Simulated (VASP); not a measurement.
Wanted: the native input for a VASP 6.6.1 run.

| Property | Result |
| --- | --- |
| Task | single point |
| Functional | PBE |
| Potentials or basis | VASP PAW PBE potentials, release 64 (Nb_sv) |
| Cutoff | 500 eV |
| k mesh | 10 × 10 × 10 |
| Occupations | gaussian, width 0.1 eV |
| Spin | no spin polarisation |
| Dipole correction | no |
| Further INCAR settings | ALGO = Normal; EDIFF = 1e-06; NBANDS = 12 |

The structure of Nb lies in POSCAR:

```
Nb
1.0
   -1.6588161896      1.6588161896      1.6588161896
    1.6588161896     -1.6588161896      1.6588161896
    1.6588161896      1.6588161896     -1.6588161896
Nb
1
Direct
    0.0000000000      0.0000000000      0.0000000000
```

The input as run:

INCAR

```
SYSTEM = Nb
PREC = Accurate
ENCUT = 500
EDIFF = 1E-6
ISMEAR = 0
SIGMA = 0.1
LREAL = .FALSE.
LASPH = .TRUE.
NELM = 120
ALGO = Normal
ISIF = 2
LWAVE = .FALSE.
LCHARG = .TRUE.
GGA = PE
LELF = .TRUE.
LVHAR = .TRUE.
NBANDS = 12
GGA_COMPAT = .FALSE.
```

KPOINTS

```
regular mesh
0
G
  10 10 10
  0 0 0
```

Potentials or basis: VASP PAW PBE potentials, release 64 (Nb_sv).

Run with:

```bash
$ cat potpaw_PBE.64/Nb_sv/POTCAR > POTCAR
$ mpirun -np 1 vasp_std > vasp.out
```

Results of the run:

```yaml
Pressure: -1.2 GPa
```

Run time: 16 s on 1 thread of Intel Xeon 8259CL, with other jobs on the host, peak memory 0.14 GiB.
